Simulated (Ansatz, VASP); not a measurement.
# Two plane-wave programs on MoS2

The input INCAR:

```
SYSTEM = MoS2
ALGO     = Normal         ! electronic algorithm
EDIFF    = 1E-6           ! SCF threshold, eV
ENCUT    = 520            ! plane-wave cutoff, eV
GGA      = PE             ! functional
ISIF     = 2              ! what is computed and relaxed
ISMEAR   = 1              ! smearing method
LASPH    = .TRUE.         ! aspherical terms in the spheres
LCHARG   = .TRUE.         ! write CHGCAR
LELF     = .TRUE.         ! ELF
LREAL    = .FALSE.        ! projectors in reciprocal space
LVHAR    = .TRUE.       
LWAVE    = .FALSE.        ! write WAVECAR
NBANDS   = 35             ! bands
NELM     = 100            ! most SCF steps
PREC     = Accurate       ! precision mode
SIGMA    = 0.15           ! smearing width, eV
```

File KPOINTS:

```
k-points
0
G
  8 8 2
  0 0 0
```

The input POSCAR:

```
MoS2
1.0
    3.2107021507      0.0000000000      0.0000000000
   -1.6053510754      2.7805501284      0.0000000000
    0.0000000000      0.0000000000     12.4861764927
Mo S
2 4
Direct
    0.3333333333      0.6666666667      0.2500000000
    0.6666666667      0.3333333333      0.7500000000
    0.3333333333      0.6666666667      0.6230000000
    0.6666666667      0.3333333333      0.1230000000
    0.3333333333      0.6666666667      0.8770000000
    0.6666666667      0.3333333333      0.3770000000
```

Input for Ansatz:

```yaml
crystal:
  lattice:
    - [3.2107021507061417, 0.0, 0.0]
    - [-1.6053510753530709, 2.7805501284232284, 0.0]
    - [0.0, 0.0, 12.486176492679864]
  atoms:
    - { symbol: Mo, position: [0.3333333333333333, 0.6666666666666666, 0.25] }
    - { symbol: Mo, position: [0.6666666666666666, 0.3333333333333333, 0.75] }
    - { symbol: S, position: [0.3333333333333333, 0.6666666666666666, 0.623] }
    - { symbol: S, position: [0.6666666666666666, 0.3333333333333333, 0.123] }
    - { symbol: S, position: [0.3333333333333333, 0.6666666666666666, 0.877] }
    - { symbol: S, position: [0.6666666666666666, 0.3333333333333333, 0.377] }
basis:
  ecutwfc: 500.0
kpoints:
  mp_grid:
    grid: [8, 8, 2]
hamiltonian:
  pseudopotentials:
    kind: paw
scf:
  occupations:
    method: cold
    width: 0.15
output:
  stress: true
```

Alike in both runs: task single point; functional PBE; k mesh 8 × 8 × 2; no spin polarisation.

|  | VASP | Ansatz |
| --- | --- | --- |
| version | VASP 6.6.1 | Ansatz 0.2.0 |
| potentials or method | VASP PAW PBE potentials, release 64 (Mo_sv, S), cutoff 520 eV | plane waves, PAW |
| occupations | methfessel-paxton of order 1, width 0.15 eV | cold, width 0.15 eV |
| valence electrons in the cell | 52 | 52 |

|  | VASP | Ansatz | Ansatz less VASP |
| --- | --- | --- | --- |
| pressure (GPa) | -3.6 | -3.5 | +0.11 |
| traceless stress, the component that is largest in VASP (GPa) | -0.18 | -0.15 | +0.033 |
